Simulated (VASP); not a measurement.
# Rh2Au (I4/mmm) in VASP: a series of runs

The runs below take Rh2Au through single point, relaxation of cell and atoms, with PBE.

All numbers are computed with VASP 6.6.1; they aren't measurements. Logs are shortened: lines on timing, memory, paths and dates and some standing lists are left out, and cuts for length are marked.

## (1) The cell of the first run

Symmetry: I4/mmm, No. 139, tetragonal system. Conventional cell: a = 2.800 Å, b = 2.800 Å, c = 11.800 Å, α = 90.00°, β = 90.00°, γ = 90.00°. Rh (site symmetry 4mm) has 8 Rh at 2.63 to 2.80 Å and 4 Au at 2.87 Å within 3.5 Å. Within 3.7 Å of Au (site symmetry 4/mmm) lie 4 Au at 2.80 Å and 8 Rh at 2.87 Å.

## (2) Single point, PBE

Contents of INCAR:

```
PREC = Accurate
ENCUT = 520
EDIFF = 1E-6
ISMEAR = -1
SIGMA = 0.1
LREAL = F
LASPH = T
NELM = 80
ALGO = Normal
ISIF = 2
LWAVE = F
LCHARG = F
GGA = PE
NBANDS = 28
```

Contents of KPOINTS:

```
regular mesh
0
Gamma
  6 6 6
```

Contents of POSCAR:

```
Rh2Au
1.0
    0.0000000000      2.8000805974      0.0000000000
    2.8000805974      0.0000000000      0.0000000000
    1.4000402987      1.4000402987     -5.8999092027
Rh Au
2 1
Direct
    0.3236582898      0.3236582898      0.3526834205
    0.6763417102      0.6763417102      0.6473165795
    0.0000000000      0.0000000000      0.0000000000
```

Potentials or basis: VASP PAW PBE potentials, release 64 (Rh_pv, Au).

Started as:

```
$ cat potpaw_PBE.64/Rh_pv/POTCAR potpaw_PBE.64/Au/POTCAR > POTCAR
$ mpirun -np 1 vasp_std > vasp.out
```

OUTCAR:

```text
PREC = Accurate
   ENCUT = 520
   EDIFF = 1E-6
   ISMEAR = -1
   LREAL = F
   LASPH = T
   NELM = 80
   ISIF = 2
   GGA = PE

 ion  position               nearest neighbor table
   1  0.324  0.324  0.353-   2 2.63   2 2.63   2 2.63   2 2.63   3 2.87   3 2.87   3 2.87   3 2.87

   2  0.676  0.676  0.647-   1 2.63   1 2.63   1 2.63   1 2.63   3 2.87   3 2.87   3 2.87   3 2.87

   3  0.000  0.000  0.000-   2 2.87   1 2.87   2 2.87   1 2.87   1 2.87   2 2.87   2 2.87   1 2.87

  LATTYP: Found a body centered tetragonal cell.
 ALAT       =     2.8000805974
 C/A-ratio  =     4.2140995571

  Lattice vectors:

 A1 = (  -1.4000402987,   1.4000402987,   5.8999092027)
 A2 = (   1.4000402987,  -1.4000402987,   5.8999092027)
 A3 = (   1.4000402987,   1.4000402987,  -5.8999092027)

Analysis of symmetry for initial positions (statically):
=====================================================================
 Subroutine PRICEL returns:
 Original cell was already a primitive cell.

 Routine SETGRP: Setting up the symmetry group for a
 body centered tetragonal supercell.

 Subroutine GETGRP returns: Found 16 space group operations
 (whereof 16 operations were pure point group operations)
 out of a pool of 16 trial point group operations.

The static configuration has the point symmetry D_4h.

Analysis of symmetry for dynamics (positions and initial velocities):
=====================================================================
 Subroutine PRICEL returns:
 Original cell was already a primitive cell.

 Routine SETGRP: Setting up the symmetry group for a
 body centered tetragonal supercell.

 Subroutine GETGRP returns: Found 16 space group operations
 (whereof 16 operations were pure point group operations)
 out of a pool of 16 trial point group operations.

The dynamic configuration has the point symmetry D_4h.

 Subroutine INISYM returns: Found 16 space group operations
 (whereof 16 operations are pure point group operations),
 and found     1 'primitive' translations

----------------------------------------------------------------------------------------

                                     Primitive cell

  volume of cell :      46.2580

  direct lattice vectors                    reciprocal lattice vectors
     0.000000000  2.800080597  0.000000000     0.000000000  0.357132577  0.084747067
     2.800080597  0.000000000  0.000000000     0.357132577  0.000000000  0.084747067
     1.400040299  1.400040299 -5.899909203     0.000000000  0.000000000 -0.169494134

  length of vectors
     2.800080597  2.800080597  6.223275205     0.367050055  0.367050055  0.169494134

  position of ions in fractional coordinates (direct lattice)
     0.323658290  0.323658290  0.352683420
     0.676341710  0.676341710  0.647316579
     0.000000000  0.000000000  0.000000000

  ion indices of the primitive-cell ions
   primitive index   ion index
                 1           1
                 2           2
                 3           3

----------------------------------------------------------------------------------------

 KPOINTS: regular mesh

Automatic generation of k-mesh.
 Grid dimensions read from file:
 generate k-points for:    6    6    6

 Generating k-lattice:

  Cartesian coordinates                     Fractional coordinates (reciprocal lattice)
     0.000000000  0.059522096  0.014124511     0.166666667  0.000000000  0.000000000
     0.059522096  0.000000000  0.014124511     0.000000000  0.166666667  0.000000000
     0.000000000  0.000000000 -0.028249022     0.000000000  0.000000000  0.166666667

  Length of vectors
     0.061175009  0.061175009  0.028249022

  Shift w.r.t. Gamma in fractional coordinates (k-lattice)
     0.000000000  0.000000000  0.000000000

 Subroutine IBZKPT returns following result:
 ===========================================

 Found     30 irreducible k-points:

 Following reciprocal coordinates:
            Coordinates               Weight
  0.000000  0.000000  0.000000      1.000000
  0.166667  0.000000  0.000000      8.000000
  0.333333  0.000000  0.000000      8.000000
  0.500000  0.000000  0.000000      4.000000
  0.166667  0.166667  0.000000      8.000000
  0.333333  0.166667  0.000000     16.000000
[... 16 lines left out ...]
 -0.333333 -0.333333  0.166667      4.000000
 -0.166667 -0.333333  0.166667     16.000000
 [... further k-points ...]
   k-points           NKPTS =     30   k-points in BZ     NKDIM =     30   number of bands    NBANDS=     28
   number of dos      NEDOS =    301   number of ions     NIONS =      3
   total plane-waves  NPLWV =  27648
   dimension x,y,z NGX =    24 NGY =   24 NGZ =   48
   dimension x,y,z NGXF=    48 NGYF=   48 NGZF=   96
   ions per type =               2   1
   NGX,Y,Z   is equivalent  to a cutoff of  14.25, 14.25, 12.82 a.u.
   NGXF,Y,Z  is equivalent  to a cutoff of  28.50, 28.50, 25.65 a.u.
 SYSTEM =  unknown system
   PREC   = accura    normal or accurate (medium, high low for compatibility)
   ISTART =      0    job   : 0-new  1-cont  2-samecut
   ICHARG =      2    charge: 1-file 2-atom 10-const
   ISPIN  =      1    spin polarized calculation?
   LNONCOLLINEAR =      F non collinear calculations
   LSORBIT =      F    spin-orbit coupling
   LASPH  =      T    aspherical Exc in radial PAW
   ENCUT  =  520.0 eV  38.22 Ry    6.18 a.u.   5.21  5.21 11.57*2*pi/ulx,y,z
   NELM   =     80;   NELMIN=  2; NELMDL= -5     # of ELM steps
   EDIFF  = 0.1E-05   stopping-criterion for ELM
   LREAL  =      F    real-space projection
   EDIFFG = 0.1E-04   stopping-criterion for IOM
   NSW    =      0    number of steps for IOM
   IBRION =     -1    ionic relax: 0-MD 1-quasi-New 2-CG
   NFREE  =      0    steps in history (QN), initial steepest desc. (CG)
   ISIF   =      2    stress and relaxation
   ISYM   =      2    0-nonsym 1-usesym 2-fastsym
   POTIM  = 0.5000    time-step for ionic-motion
   TEBEG  =    0.0;   TEEND  =   0.0 temperature during run
   PSTRESS=    0.0 pullay stress
   NELECT =      41.0000    total number of electrons
   NUPDOWN=      -1.0000    fix difference up-down
   EMIN   =  10.00;   EMAX   =-10.00  energy-range for DOS
   EFERMI =   0.00;   METHOD = LEGACY
   ISMEAR =    -1;   SIGMA  =   0.10  broadening in eV -4-tet -1-fermi 0-gaus
   EFERMI_NEDOS =   21; number of points for ismear=-14 and -15
   IALGO  =     38    algorithm
   IMIX   =      4    mixing-type and parameters
     AMIX     =   0.40;   BMIX     =  1.00
     AMIX_MAG =   1.60;   BMIX_MAG =  1.00
  volume/ion in A,a.u.               =      15.42       104.05
  Fermi-wavevector in a.u.,A,eV,Ry     =   1.572560  2.971708 33.646473  2.472946
  Thomas-Fermi vector in A             =   2.673976
   LORBIT       =      0    0 simple, 1 ext, 2 COOP (PROOUT), +10 PAW based schemes
   GGA     = PE    functional components
   LHFCALC =     F    Hartree Fock is set to
   AEXX    =    0.0000 exact exchange contribution
   IVDW    =     0    specifies the selected vdW correction
   LEPSILON=     F    determine dielectric tensor
   LRPA    =     F    only Hartree local field effects (RPA)
 non-spin polarized calculation
  energy-cutoff  :      520.00
  volume of cell :       46.26
 maximum number of plane-waves:      1273
 NGX is ok and might be reduce to    24
   NGX = 11   NGY = 11   NGZ = 23

 number of electron      41.0000001 magnetization

 Free energy of the ion-electron system (eV)
  ---------------------------------------------------
  ext. energy  EPLUGINS =         0.00000000
  ---------------------------------------------------
  free energy    TOTEN  =       -17.42860967 eV

  energy without entropy =      -17.27848820  energy(sigma->0) =      -17.35354893

 E-fermi :  10.2501     XC(G=0): -13.2955

 val. band max:       10.2399367118   @ k =   0.0000   0.0000   0.1667
 cond. band min:      10.2605408627   @ k =  -0.1667   0.0000   0.1667
 fundamental gap:      0.0206041509
 Fermi energy:        10.2500712093

 k-point     1 :       0.0000    0.0000    0.0000
  band No.  band energies     occupation
      1     -36.3098      2.00000
      2     -36.1543      2.00000
      3     -36.1543      2.00000
      4     -35.9589      2.00000
      5     -35.9589      2.00000
      6     -35.9534      2.00000
[... 20 lines left out ...]
     27      24.4291      0.00000
     28      25.1053      0.00000

 k-point     2 :       0.1667    0.0000    0.0000
  band No.  band energies     occupation
      1     -36.3099      2.00000
      2     -36.2365      2.00000
      3     -36.1359      2.00000
      4     -36.0070      2.00000
      5     -35.9666      2.00000
      6     -35.9401      2.00000
[... 20 lines left out ...]
     27      24.2096      0.00000
     28      24.9356      0.00000

 k-point     3 :       0.3333    0.0000    0.0000
  band No.  band energies     occupation
      1     -36.3687      2.00000
      2     -36.3585      2.00000
      3     -36.0895      2.00000
      4     -36.0447      2.00000
      5     -35.9916      2.00000
      6     -35.9525      2.00000
[... 20 lines left out ...]
     27      23.7412      0.00000
     28      23.9286      0.00000

 k-point     4 :       0.5000    0.0000    0.0000
  band No.  band energies     occupation
      1     -36.4180      2.00000
      2     -36.4176      2.00000
      3     -36.0352      2.00000
      4     -36.0352      2.00000
      5     -36.0014      2.00000
      6     -36.0013      2.00000
[... 578 lines left out ...]
     27      22.0411      0.00000
     28      22.5124      0.00000

 k-point    23 :      -0.3333   -0.3333    0.1667
  band No.  band energies     occupation
      1     -36.3705      2.00000
      2     -36.3626      2.00000
      3     -36.2189      2.00000
      4     -36.0956      2.00000
      5     -36.0846      2.00000
      6     -35.9774      2.00000
[... 20 lines left out ...]
     27      21.6390      0.00000
     28      21.6411      0.00000

 k-point    24 :      -0.1667   -0.3333    0.1667
  band No.  band energies     occupation
      1     -36.3518      2.00000
      2     -36.3503      2.00000
      3     -36.1612      2.00000
      4     -36.0608      2.00000
      5     -36.0354      2.00000
      6     -35.9484      2.00000
[... 20 lines left out ...]
     27      21.2560      0.00000
     28      22.0556      0.00000

 [... further k-points ...]
[... 5 lines left out ...]
  --------------------------------------------------------------------------------------
  -------------------------------------------------------------------------------------
  Total       -0.0399089     -0.0399089     -0.0334731      0.0000000      0.0000000      0.0000000
  in kB       -1.3822750     -1.3822750     -1.1593653      0.0000000      0.0000000      0.0000000
  external PRESSURE =      -1.3079718 kB  Pullay stress =       0.0000000 kB

 VOLUME and BASIS-vectors are now :
 -----------------------------------------------------------------------------
  energy-cutoff  :      520.00
  volume of cell :       46.26
      direct lattice vectors                 reciprocal lattice vectors
     0.000000000  2.800080597  0.000000000     0.000000000  0.357132577  0.084747067
     2.800080597  0.000000000  0.000000000     0.357132577  0.000000000  0.084747067
     1.400040299  1.400040299 -5.899909203     0.000000000  0.000000000 -0.169494134

 POSITION                                       TOTAL-FORCE (eV/Angst)
 -----------------------------------------------------------------------------------
      1.40004      1.40004     -2.08080         0.000000      0.000000      0.005423
      2.80008      2.80008     -3.81911         0.000000      0.000000     -0.005423
      0.00000      0.00000      0.00000         0.000000      0.000000      0.000000
 -----------------------------------------------------------------------------------
    total drift:                                0.000000      0.000000     -0.000000

  FREE ENERGIE OF THE ION-ELECTRON SYSTEM (eV)
  ---------------------------------------------------
  free  energy   TOTEN  =       -17.4286096719 eV

  energy  without entropy=      -17.2784881962  energy(sigma->0) =      -17.35354893
```

It took 27 s on 1 thread of Intel Xeon Platinum 8375C at 2.90GHz (Ice Lake), shared host; peak memory 0.19 GiB.

What came out:

| Quantity | Value |
| --- | --- |
| Free energy | -17.4286 eV |
| Pressure | -0.1 GPa |
| Largest force | 0.005 eV/Å |

Forces in eV/Å, atoms in the order of the input:
```
Rh   0.000  0.000  0.005
Rh   0.000  0.000 -0.005
Au   0.000  0.000  0.000
```

Caveat: the k points lie up to 0.38 Å⁻¹ apart; spin-orbit coupling is left out, which moves the levels of the heavy elements.

## (3) Single point, PBE

Contents of INCAR:

```
PREC     = Accurate       # precision mode
ENCUT    = 520            # plane-wave cutoff, eV
EDIFF    = 1E-6           # SCF threshold, eV
ISMEAR   = -1             # smearing method
SIGMA    = 0.1            # smearing width, eV
LREAL    = F              # projectors in reciprocal space
LASPH    = T              # aspherical terms in the spheres
NELM     = 60             # most SCF steps
ALGO     = Normal         # electronic algorithm
ISIF     = 2              # what is computed and relaxed
LWAVE    = F              # write WAVECAR
LCHARG   = F              # write CHGCAR
GGA      = PE             # functional
NBANDS   = 28             # bands
```

Contents of KPOINTS:

```
Automatic mesh
0
Gamma
  6 6 6
```

Contents of POSCAR:

```
Rh2Au
1.0
    0.0000000000      2.8000808090      0.0000000000
    2.8000808090      0.0000000000      0.0000000000
    1.4000404045      1.4000404045     -5.8999193015
Rh Au
2 1
Direct
    0.3236582844      0.3236582844      0.3526834312
    0.6763417156      0.6763417156      0.6473165688
    0.0000000000      0.0000000000      0.0000000000
```

Potentials or basis: VASP PAW PBE potentials, release 64 (Rh_pv, Au).

Started as:

```
$ cat potpaw_PBE.64/Rh_pv/POTCAR potpaw_PBE.64/Au/POTCAR > POTCAR
$ mpirun -np 1 vasp_std > vasp.out
```

OUTCAR:

```text
PREC = Accurate
   ENCUT = 520
   EDIFF = 1E-6
   ISMEAR = -1
   LREAL = F
   LASPH = T
   NELM = 60
   ISIF = 2
   GGA = PE

 ion  position               nearest neighbor table
   1  0.324  0.324  0.353-   2 2.63   2 2.63   2 2.63   2 2.63   3 2.87   3 2.87   3 2.87   3 2.87

   2  0.676  0.676  0.647-   1 2.63   1 2.63   1 2.63   1 2.63   3 2.87   3 2.87   3 2.87   3 2.87

   3  0.000  0.000  0.000-   1 2.87   2 2.87   2 2.87   2 2.87   1 2.87   1 2.87   2 2.87   1 2.87

  LATTYP: Found a body centered tetragonal cell.
 ALAT       =     2.8000808090
 C/A-ratio  =     4.2141064519

  Lattice vectors:
[... 929 lines left out ...]
     27      21.2559      0.00000
     28      22.0555      0.00000

 [... further k-points ...]
[... 5 lines left out ...]
  --------------------------------------------------------------------------------------
  -------------------------------------------------------------------------------------
  Total       -0.0400010     -0.0400010     -0.0336154      0.0000000     -0.0000000     -0.0000000
  in kB       -1.3854612     -1.3854612     -1.1642924      0.0000000     -0.0000000     -0.0000000
  external PRESSURE =      -1.3117382 kB  Pullay stress =       0.0000000 kB

 VOLUME and BASIS-vectors are now :
 -----------------------------------------------------------------------------
  energy-cutoff  :      520.00
  volume of cell :       46.26
      direct lattice vectors                 reciprocal lattice vectors
     0.000000000  2.800080809  0.000000000     0.000000000  0.357132550  0.084746922
     2.800080809  0.000000000  0.000000000     0.357132550  0.000000000  0.084746922
     1.400040404  1.400040404 -5.899919301     0.000000000  0.000000000 -0.169493844

 POSITION                                       TOTAL-FORCE (eV/Angst)
 -----------------------------------------------------------------------------------
      1.40004      1.40004     -2.08080        -0.000000     -0.000000      0.005411
      2.80008      2.80008     -3.81912         0.000000      0.000000     -0.005411
      0.00000      0.00000      0.00000         0.000000      0.000000      0.000000
 -----------------------------------------------------------------------------------
    total drift:                               -0.000000     -0.000000      0.000000

  FREE ENERGIE OF THE ION-ELECTRON SYSTEM (eV)
  ---------------------------------------------------
  free  energy   TOTEN  =       -17.4286096043 eV

  energy  without entropy=      -17.2784876886  energy(sigma->0) =      -17.35354865
```

OSZICAR:

```text
N       E                     dE             d eps       ncg     rms          rms(c)
DAV:   1     0.431758708101E+03    0.43176E+03   -0.24307E+04  1688   0.157E+03
DAV:   2    -0.757041686498E+01   -0.43933E+03   -0.42752E+03  1732   0.463E+02
DAV:   3    -0.189760766313E+02   -0.11406E+02   -0.11272E+02  1864   0.825E+01
DAV:   4    -0.190632794976E+02   -0.87203E-01   -0.87172E-01  1848   0.727E+00
DAV:   5    -0.190645694187E+02   -0.12899E-02   -0.12899E-02  1856   0.937E-01    0.155E+01
DAV:   6    -0.180294878241E+02    0.10351E+01   -0.13150E+01  1808   0.280E+01    0.135E+01
DAV:   7    -0.174638474419E+02    0.56564E+00   -0.36190E+00  1772   0.163E+01    0.506E+00
DAV:   8    -0.174327175607E+02    0.31130E-01   -0.16816E-01  1792   0.380E+00    0.255E+00
DAV:   9    -0.174287875369E+02    0.39300E-02   -0.83105E-03  1844   0.881E-01    0.169E-01
DAV:  10    -0.174286187437E+02    0.16879E-03   -0.12463E-03  1912   0.286E-01    0.637E-02
DAV:  11    -0.174286158089E+02    0.29347E-05   -0.21497E-04  1800   0.152E-01    0.222E-02
DAV:  12    -0.174286096719E+02    0.61370E-05   -0.17487E-05  1864   0.448E-02    0.626E-03
DAV:  13    -0.174286096043E+02    0.67629E-07   -0.97661E-07  1008   0.888E-03
   1 F= -.17428610E+02 E0= -.17353549E+02  d E =-.150122E+00
```

stdout:

```text
POSCAR found type information on POSCAR RhAu
 POSCAR found :  2 types and       3 ions
 scaLAPACK will be used
 LDA part: xc-table for (Slater+PW92), standard interpolation
 POSCAR, INCAR and KPOINTS ok, starting setup
 FFT: planning ... GRIDC
 FFT: planning ... GRID_SOFT
 FFT: planning ... GRID
 WAVECAR not read
 entering main loop
```

It took 26 s on 1 thread of Intel Xeon Platinum 8375C at 2.90GHz (Ice Lake), shared host; peak memory 0.19 GiB.

Results:

| Quantity | Value |
| --- | --- |
| Free energy | -17.4286 eV |
| Pressure | -0.1 GPa |
| Largest force | 0.005 eV/Å |

Forces on the atoms (eV/Å):
```
Rh   0.000  0.000  0.005
Rh   0.000  0.000 -0.005
Au   0.000  0.000  0.000
```

Caveat: the k points lie up to 0.38 Å⁻¹ apart; spin-orbit coupling is left out, which moves the levels of the heavy elements.

[end of part 1 of 2]
